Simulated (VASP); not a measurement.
A run of VASP 6.6.1 is set up as follows.

The input INCAR:

```
SYSTEM = CuAu
ALGO = Fast ; EDIFF = 1E-6
ENCUT = 520 ; GGA = PE
ISIF = 2 ; ISMEAR = 0
LASPH = .True. ; LCHARG = .True.
LELF = .True. ; LREAL = .False.
LVHAR = .True. ; LWAVE = .False.
NBANDS = 18 ; NELM = 60
PREC = Accurate ; SIGMA = 0.1
```

The input KPOINTS:

```
k-points
0
Gamma
  6 6 6
  0 0 0
```

Contents of POSCAR:

```
CuAu
1.0
    0.0000000000      2.4738223371      2.4738223371
    2.4738223371      0.0000000000      2.4738223371
    2.4738223371      2.4738223371      0.0000000000
Cu Au
1 1
Direct
    0.0000000000      0.0000000000      0.0000000000
    0.5000000000      0.5000000000      0.5000000000
```

Potentials or basis: VASP PAW PBE potentials, release 64 (Cu, Au).

Run with:

```sh
$ cat potpaw_PBE.64/Cu/POTCAR potpaw_PBE.64/Au/POTCAR > POTCAR
$ mpirun -np 1 vasp_std > vasp.out
```

What does it give for the pressure?

18.9 GPa.

What does it give for the band gap on the k mesh?

Zero (bands 11 and 12 overlap by 1.67 eV).

Caveat: the k points lie up to 0.37 Å⁻¹ apart, too coarse for converged energies and pressures of a metal; spin-orbit coupling is left out, which moves the levels of the heavy elements.
